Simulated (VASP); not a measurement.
A run of VASP 6.6.1:

Contents of INCAR:

```
SYSTEM = Sn
ALGO = Normal
EDIFF = 1E-6
ENCUT = 520
ISIF = 2
ISMEAR = -1
LASPH = .TRUE.
LCHARG = .TRUE.
LELF = .TRUE.
LREAL = .FALSE.
LVHAR = .TRUE.
LWAVE = .FALSE.
NBANDS = 13
NELM = 60
PREC = Accurate
SIGMA = 0.08
```

The input KPOINTS:

```
k-points
0
G
  14 14 14
  0 0 0
```

The input POSCAR:

```
Sn
1.0
   -1.7556129274      1.7556129274      1.7556129274
    1.7556129274     -1.7556129274      1.7556129274
    1.7556129274      1.7556129274     -1.7556129274
Sn
1
Direct
    0.0000000000      0.0000000000      0.0000000000
```

Potentials or basis: VASP PAW LDA potentials, release 64 (Sn_d).

Run with:

```bash
$ cat potpaw_LDA.64/Sn_d/POTCAR > POTCAR
$ mpirun -np 1 vasp_std > vasp.out
```

Hardware: 1 thread of AMD EPYC 9R45 96-Core Processor (Zen 5), on a shared host.

Problem. Estimate the wall time of this run.

Solution. It took 13 s on 1 thread of AMD EPYC 9R45 96-Core Processor (Zen 5) (shared host), peak memory 0.11 GiB. Counts: scf iterations 10, k points 104.
